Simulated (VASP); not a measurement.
# BN (P6_3/mmc) in VASP: notebook

BN is run at these levels: PBE+D3(BJ); tasks: single point.

Everything below comes from runs of VASP 6.6.1. Logs are shortened: lines on timing, memory, paths and dates and some standing lists are left out, and cuts for length are marked.

### Step 1. The cell of the first run

The structure is hexagonal, space group P6_3/mmc (No. 194). Conventional cell: a = 2.406 Å, b = 2.406 Å, c = 6.352 Å, α = 90.00°, β = 90.00°, γ = 120.00°. B (site symmetry -6m2) has 3 N at 1.39 Å within 1.9 Å. Within 1.9 Å of N (site symmetry -6m2) lie 3 B at 1.39 Å.

### Step 2. Single point, PBE+D3(BJ) (strain -0.040 along x and y, -0.040 along z)

INCAR

```
SYSTEM = BN
PREC = Accurate ; ENCUT = 520
EDIFF = 1E-6 ; ISMEAR = 0
SIGMA = 0.05 ; LREAL = .False.
LASPH = .True. ; NELM = 100
ALGO = Normal ; ISIF = 2
LWAVE = .False. ; LCHARG = .False.
GGA = PE ; IVDW = 12
NBANDS = 16
```

KPOINTS

```
regular mesh
0
Gamma
  12 12 4
  0 0 0
```

POSCAR

```
BN
1.0
    2.4061805817      0.0000000000      0.0000000000
   -1.2030902908      2.0838135098      0.0000000000
    0.0000000000      0.0000000000      6.3521729774
B N
2 2
Direct
    0.3333333333      0.6666666667      0.2500000000
    0.6666666667      0.3333333333      0.7500000000
    0.3333333333      0.6666666667      0.7500000000
    0.6666666667      0.3333333333      0.2500000000
```

Potentials or basis: VASP PAW PBE potentials, release 64 (B, N).

Started as:

```sh
> cat potpaw_PBE.64/B/POTCAR potpaw_PBE.64/N/POTCAR > POTCAR
> mpirun -np 1 vasp_std > vasp.out
```

OUTCAR:

```text
SYSTEM = BN
   PREC = Accurate
   ENCUT = 520
   EDIFF = 1E-6
   ISMEAR = 0
   LREAL = .False.
   LASPH = .True.
   NELM = 100
   ISIF = 2
   GGA = PE
   IVDW = 12
 IVDW          = 12

 ion  position               nearest neighbor table
   1  0.333  0.667  0.250-   4 1.39   4 1.39   4 1.39
   2  0.667  0.333  0.750-   3 1.39   3 1.39   3 1.39
   3  0.333  0.667  0.750-   2 1.39   2 1.39   2 1.39
   4  0.667  0.333  0.250-   1 1.39   1 1.39   1 1.39

  LATTYP: Found a hexagonal cell.
 ALAT       =     2.4061805817
 C/A-ratio  =     2.6399402546

  Lattice vectors:

 A1 = (   2.4061805817,   0.0000000000,   0.0000000000)
 A2 = (  -1.2030902908,   2.0838135098,   0.0000000000)
 A3 = (   0.0000000000,   0.0000000000,   6.3521729774)

Analysis of symmetry for initial positions (statically):
=====================================================================
 Subroutine PRICEL returns:
 Original cell was already a primitive cell.

 Routine SETGRP: Setting up the symmetry group for a
 hexagonal supercell.

 Subroutine GETGRP returns: Found 24 space group operations
 (whereof 12 operations were pure point group operations)
 out of a pool of 24 trial point group operations.

The static configuration has the point symmetry D_3d.
 The point group associated with its full space group is D_6h.

Analysis of symmetry for dynamics (positions and initial velocities):
=====================================================================
 Subroutine PRICEL returns:
 Original cell was already a primitive cell.

 Routine SETGRP: Setting up the symmetry group for a
 hexagonal supercell.

 Subroutine GETGRP returns: Found 24 space group operations
 (whereof 12 operations were pure point group operations)
 out of a pool of 24 trial point group operations.

The dynamic configuration has the point symmetry D_3d.
 The point group associated with its full space group is D_6h.

 Subroutine INISYM returns: Found 24 space group operations
 (whereof 12 operations are pure point group operations),
 and found     1 'primitive' translations

----------------------------------------------------------------------------------------

                                     Primitive cell

  volume of cell :      31.8500

  direct lattice vectors                    reciprocal lattice vectors
     2.406180582  0.000000000  0.000000000     0.415596405  0.239944696  0.000000000
    -1.203090291  2.083813510  0.000000000     0.000000000  0.479889393  0.000000000
     0.000000000  0.000000000  6.352172977     0.000000000  0.000000000  0.157426443

  length of vectors
     2.406180582  2.406180582  6.352172977     0.479889393  0.479889393  0.157426443

  position of ions in fractional coordinates (direct lattice)
     0.333333333  0.666666667  0.250000000
     0.666666667  0.333333333  0.750000000
     0.333333333  0.666666667  0.750000000
     0.666666667  0.333333333  0.250000000

  ion indices of the primitive-cell ions
   primitive index   ion index
                 1           1
                 2           2
                 3           3
                 4           4

----------------------------------------------------------------------------------------

 KPOINTS: regular mesh

Automatic generation of k-mesh.
 Grid dimensions read from file:
 generate k-points for:   12   12    4

 Generating k-lattice:

  Cartesian coordinates                     Fractional coordinates (reciprocal lattice)
     0.034633034  0.019995391  0.000000000     0.083333333  0.000000000  0.000000000
     0.000000000  0.039990783  0.000000000     0.000000000  0.083333333  0.000000000
     0.000000000  0.000000000  0.039356611     0.000000000  0.000000000  0.250000000

  Length of vectors
     0.039990783  0.039990783  0.039356611

  Shift w.r.t. Gamma in fractional coordinates (k-lattice)
     0.000000000  0.000000000  0.000000000

 Subroutine IBZKPT returns following result:
 ===========================================

 Found     57 irreducible k-points:

 Following reciprocal coordinates:
            Coordinates               Weight
  0.000000  0.000000  0.000000      1.000000
  0.083333 -0.000000  0.000000      6.000000
  0.166667 -0.000000  0.000000      6.000000
  0.250000 -0.000000  0.000000      6.000000
  0.333333  0.000000  0.000000      6.000000
  0.416667 -0.000000  0.000000      6.000000
[... 16 lines left out ...]
  0.250000 -0.000000  0.250000     12.000000
  0.333333  0.000000  0.250000     12.000000
 [... further k-points ...]
   k-points           NKPTS =     57   k-points in BZ     NKDIM =     57   number of bands    NBANDS=     16
   number of dos      NEDOS =    301   number of ions     NIONS =      4
   total plane-waves  NPLWV =  15552
   dimension x,y,z NGX =    18 NGY =   18 NGZ =   48
   dimension x,y,z NGXF=    36 NGYF=   36 NGZF=   96
   ions per type =               2   2
   NGX,Y,Z   is equivalent  to a cutoff of  12.44, 12.44, 12.56 a.u.
   NGXF,Y,Z  is equivalent  to a cutoff of  24.87, 24.87, 25.12 a.u.
 SYSTEM =  BN
   PREC   = accura    normal or accurate (medium, high low for compatibility)
   ISTART =      0    job   : 0-new  1-cont  2-samecut
   ICHARG =      2    charge: 1-file 2-atom 10-const
   ISPIN  =      1    spin polarized calculation?
   LNONCOLLINEAR =      F non collinear calculations
   LSORBIT =      F    spin-orbit coupling
   LASPH  =      T    aspherical Exc in radial PAW
   ENCUT  =  520.0 eV  38.22 Ry    6.18 a.u.   4.47  4.47 11.81*2*pi/ulx,y,z
   NELM   =    100;   NELMIN=  2; NELMDL= -5     # of ELM steps
   EDIFF  = 0.1E-05   stopping-criterion for ELM
   LREAL  =      F    real-space projection
   EDIFFG = 0.1E-04   stopping-criterion for IOM
   NSW    =      0    number of steps for IOM
   IBRION =     -1    ionic relax: 0-MD 1-quasi-New 2-CG
   NFREE  =      0    steps in history (QN), initial steepest desc. (CG)
   ISIF   =      2    stress and relaxation
   ISYM   =      2    0-nonsym 1-usesym 2-fastsym
   POTIM  = 0.5000    time-step for ionic-motion
   TEBEG  =    0.0;   TEEND  =   0.0 temperature during run
   PSTRESS=    0.0 pullay stress
   NELECT =      16.0000    total number of electrons
   NUPDOWN=      -1.0000    fix difference up-down
   EMIN   =  10.00;   EMAX   =-10.00  energy-range for DOS
   EFERMI =   0.00;   METHOD = LEGACY
   ISMEAR =     0;   SIGMA  =   0.05  broadening in eV -4-tet -1-fermi 0-gaus
   EFERMI_NEDOS =   21; number of points for ismear=-14 and -15
   IALGO  =     38    algorithm
   IMIX   =      4    mixing-type and parameters
     AMIX     =   0.40;   BMIX     =  1.00
     AMIX_MAG =   1.60;   BMIX_MAG =  1.00
  volume/ion in A,a.u.               =       7.96        53.73
  Fermi-wavevector in a.u.,A,eV,Ry     =   1.301403  2.459294 23.043493  1.693649
  Thomas-Fermi vector in A             =   2.432539
   LORBIT       =      0    0 simple, 1 ext, 2 COOP (PROOUT), +10 PAW based schemes
   GGA     = PE    functional components
   LHFCALC =     F    Hartree Fock is set to
   AEXX    =    0.0000 exact exchange contribution
   IVDW    =    12    specifies the selected vdW correction
   LEPSILON=     F    determine dielectric tensor
   LRPA    =     F    only Hartree local field effects (RPA)
 non-spin polarized calculation
 Gauss-broadening in eV      SIGMA  =   0.05
  energy-cutoff  :      520.00
  volume of cell :       31.85
 maximum number of plane-waves:       881
 NGX is ok and might be reduce to    18
   NGX =  9   NGY =  9   NGZ = 23

 number of electron      16.0000005 magnetization

 Free energy of the ion-electron system (eV)
  ---------------------------------------------------
  ext. energy  EPLUGINS =         0.00000000
  ---------------------------------------------------
  free energy    TOTEN  =       -34.63204278 eV

  energy without entropy =      -34.63204278  energy(sigma->0) =      -34.63204278

 E-fermi :   3.4593     XC(G=0): -10.6191

 val. band max:        3.1945718640   @ k =   0.3333   0.2500   0.0000
 cond. band min:       7.5776261224   @ k =   0.5000  -0.0000   0.0000
 fundamental gap:      4.3830542585
 Fermi energy:         3.4592774081

 k-point     1 :       0.0000    0.0000    0.0000
  band No.  band energies     occupation
      1     -15.3928      2.00000
      2     -14.9983      2.00000
      3      -3.8538      2.00000
      4      -1.3254      2.00000
      5       2.0132      2.00000
      6       2.0132      2.00000
[... 8 lines left out ...]
     15      17.7327      0.00000
     16      17.7346      0.00000

 k-point     2 :       0.0833   -0.0000    0.0000
  band No.  band energies     occupation
      1     -15.2441      2.00000
      2     -14.8555      2.00000
      3      -3.6480      2.00000
      4      -1.1404      2.00000
      5       1.4233      2.00000
      6       1.4679      2.00000
[... 8 lines left out ...]
     15      17.1266      0.00000
     16      18.1255      0.00000

 k-point     3 :       0.1667   -0.0000    0.0000
  band No.  band energies     occupation
      1     -14.8053      2.00000
      2     -14.4348      2.00000
      3      -3.0373      2.00000
      4      -0.5960      2.00000
      5      -0.0859      2.00000
      6      -0.0294      2.00000
[... 8 lines left out ...]
     15      18.3747      0.00000
     16      19.1209      0.00000

 k-point     4 :       0.2500   -0.0000    0.0000
  band No.  band energies     occupation
      1     -14.1012      2.00000
      2     -13.7630      2.00000
      3      -2.0466      2.00000
      4      -2.0229      2.00000
      5      -1.9388      2.00000
      6       0.1784      2.00000
[... 8 lines left out ...]
     15      20.1829      0.00000
     16      20.7884      0.00000

 k-point     5 :       0.3333    0.0000    0.0000
  band No.  band energies     occupation
      1     -13.1971      2.00000
      2     -12.9109      2.00000
      3      -3.9725      2.00000
      4      -3.8633      2.00000
      5      -0.7411      2.00000
      6      -0.5233      2.00000
[... 8 lines left out ...]
     15      20.3582      0.00000
     16      23.6594      0.00000

 k-point     6 :       0.4167   -0.0000    0.0000
  band No.  band energies     occupation
      1     -12.2684      2.00000
      2     -12.0732      2.00000
      3      -5.5480      2.00000
      4      -5.4439      2.00000
      5      -0.9819      2.00000
      6      -0.9015      2.00000
[... 8 lines left out ...]
     15      19.5283      0.00000
     16      23.5485      0.00000
[... 267 lines left out ...]
 k-point    21 :       0.0833   -0.0000    0.2500
  band No.  band energies     occupation
      1     -15.1911      2.00000
      2     -14.9166      2.00000
      3      -3.3436      2.00000
      4      -1.5990      2.00000
      5       1.4313      2.00000
      6       1.4645      2.00000
[... 8 lines left out ...]
     15      17.2110      0.00000
     16      17.8511      0.00000

 k-point    22 :       0.1667   -0.0000    0.2500
  band No.  band energies     occupation
      1     -14.7544      2.00000
      2     -14.4928      2.00000
      3      -2.7423      2.00000
      4      -1.0518      2.00000
      5      -0.0723      2.00000
      6      -0.0206      2.00000
[... 8 lines left out ...]
     15      18.2489      0.00000
     16      18.3520      0.00000

 k-point    23 :       0.2500   -0.0000    0.2500
  band No.  band energies     occupation
      1     -14.0545      2.00000
      2     -13.8156      2.00000
      3      -2.0615      2.00000
      4      -1.9616      2.00000
      5      -1.7077      2.00000
      6      -0.1315      2.00000
[... 8 lines left out ...]
     15      20.8073      0.00000
     16      20.9104      0.00000

 k-point    24 :       0.3333    0.0000    0.2500
  band No.  band energies     occupation
      1     -13.1571      2.00000
      2     -12.9549      2.00000
      3      -3.9620      2.00000
      4      -3.8838      2.00000
      5      -0.5121      2.00000
      6      -0.4703      2.00000
[... 8 lines left out ...]
     15      21.4831      0.00000
     16      23.6754      0.00000

 [... further k-points ...]

------------------------ aborting loop because EDIFF is reached ----------------------------------------

 Edisp (eV)   -0.64227

 E8    (eV) :    -0.1890

  FORCE on cell =-STRESS in cart. coord.  units (eV):
  Direction    XX          YY          ZZ          XY          YZ          ZX
  --------------------------------------------------------------------------------------
  -------------------------------------------------------------------------------------
  Total      11.03383    11.03383     0.25552     0.00000     0.00000     0.00000
  in kB     555.04391   555.04391    12.85378     0.00000     0.00000     0.00000
  external pressure =      374.31 kB  Pullay stress =        0.00 kB

 VOLUME and BASIS-vectors are now :
 -----------------------------------------------------------------------------
  energy-cutoff  :      520.00
  volume of cell :       31.85
      direct lattice vectors                 reciprocal lattice vectors
     2.406180582  0.000000000  0.000000000     0.415596405  0.239944696  0.000000000
    -1.203090291  2.083813510  0.000000000     0.000000000  0.479889393  0.000000000
     0.000000000  0.000000000  6.352172977     0.000000000  0.000000000  0.157426443

 POSITION                                       TOTAL-FORCE (eV/Angst)
 -----------------------------------------------------------------------------------
     -0.00000      1.38921      1.58804         0.000000      0.000000      0.000000
      1.20309      0.69460      4.76413        -0.000000     -0.000000      0.000000
     -0.00000      1.38921      4.76413         0.000000      0.000000      0.000000
      1.20309      0.69460      1.58804        -0.000000     -0.000000      0.000000
 -----------------------------------------------------------------------------------
    total drift:                                0.000000     -0.000000      0.000000

  FREE ENERGIE OF THE ION-ELECTRON SYSTEM (eV)
  ---------------------------------------------------
  free  energy   TOTEN  =       -35.2743102891 eV

  energy  without entropy=      -35.2743102891  energy(sigma->0) =      -35.27431029
```

It took 14 s on 1 thread of AMD EPYC 9R45 (Zen 5), shared host; peak memory 0.13 GiB.

Results:

```yaml
Free_energy: -35.2743 eV
Pressure: 37.4 GPa
Band_gap_on_the_k_mesh: 4.38 eV, indirect (least direct gap 4.85 eV)
Dispersion_energy_per_atom: -0.161 eV
```

Levels at points of the mesh, in eV from the valence-band top:
```tsv
k point	band 4	band 5	band 6	band 7	band 8	band 9	band 10	band 11	band 12	band 13
(0.00, 0.00, 0.00)	-4.52	-1.18	-1.18	-1.13	-1.13	5.52	11.29	12.55	12.55	12.71
(0.50, 0.00, 0.00)	-9.33	-4.33	-4.25	-1.69	-0.47	4.38	6.09	10.66	11.25	13.37
(0.00, 0.00, 0.50)	-5.93	-1.16	-1.16	-1.16	-1.16	8.28	8.28	12.63	12.63	12.63
(0.50, 0.00, 0.50)	-9.37	-4.29	-4.29	-1.05	-1.05	4.94	4.94	11.22	11.22	14.49
```

Caveat: the cell differs from its parent crystal (strain -0.040 along x and y, -0.040 along z). A k mesh can miss the band edges.

[end of part 1 of 2]
